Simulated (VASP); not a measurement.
## SrCl2: electric field gradients with LDA

The system is SrCl2.

```
Sr Cl
1.0
     0.00000    3.49708    3.49708
     3.49708    0.00000    3.49708
     3.49708    3.49708    0.00000
Sr Cl
1 2
Direct
  0.00000 0.00000 0.00000
  0.25000 0.25000 0.25000
  0.75000 0.75000 0.75000
```

| Property | Result |
| --- | --- |
| Program | VASP 6.6.1 |
| Task | electric field gradients |
| Functional | LDA |
| Potentials or basis | VASP PAW LDA potentials, release 64 (Sr_sv, Cl) |
| Cutoff | 520 eV |
| k mesh | 8 × 8 × 8 |
| Occupations | fermi-dirac, width 0.01 eV |
| Spin | no spin polarisation |
| Dipole correction | no |
| Further INCAR settings | ALGO = Normal; EDIFF = 1e-08; NBANDS = 19 |

| Quantity | Value |
| --- | --- |
| Pressure | -3.0 GPa |
| Band gap on the k mesh | 4.86 eV (least direct gap 5.15 eV) |
| Largest electric field gradient by atom | zero within the noise of the run |

Levels at points of the mesh, in eV from the valence-band top:
```tsv
k point	band 9	band 10	band 11	band 12	band 13	band 14	band 15	band 16
(0.00, 0.00, 0.00)	-2.17	-0.35	-0.35	-0.35	4.86	5.82	5.82	8.69
(0.50, 0.00, 0.00)	-1.55	-1.36	-1.07	-1.07	6.43	6.43	7.27	7.43
(0.50, 0.50, 0.00)	-1.91	-0.42	-0.42	0.00	5.15	6.79	7.33	7.82
```

Run time: 33 s on 1 thread of Intel(R) Xeon(R) Platinum 8488C (Sapphire Rapids), on a shared host, peak memory 0.22 GiB.

A k mesh can miss the band edges.
